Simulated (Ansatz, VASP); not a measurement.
**One calculation of TiH5, two programs**

```
Ti H
1.0
     3.59480    0.00000    0.00000
    -1.79740    3.11319    0.00000
     0.00000    0.00000    4.44717
Ti H
1 5
Direct
  0.00000 0.00000 0.00000
  0.33333 0.66667 0.64762
  0.66667 0.33333 0.64762
  0.66667 0.33333 0.35238
  0.33333 0.66667 0.35238
  0.00000 0.00000 0.50000
```

Alike in both runs: task relaxation of cell and atoms; functional PBE; k mesh 6 × 6 × 4; occupations gaussian, width 0.1 eV; no spin polarisation.

|  | VASP | Ansatz |
| --- | --- | --- |
| version | VASP 6.6.1 | Ansatz 0.2.0 |
| potentials or method | VASP PAW PBE potentials, release 64 (Ti_sv, H), cutoff 600 eV | scalar-relativistic, plane waves, PAW |
| valence electrons in the cell | 17 | 17 |

```csv
,VASP,Ansatz,Ansatz less VASP
"gap on the k mesh at the Fermi level, each at its own relaxed structure (eV)",none,none,-
relaxed volume (Å³/atom),5.09,5.10,+0.006
relaxed cell length with the largest relative difference (Å),3.883,3.894,+0.0113
```

A gap of «none» marks a metal or a gap that the smearing closes.

Noted on VASP's run: the volume moved by over 15 % at a fixed basis, so the end points are rough.
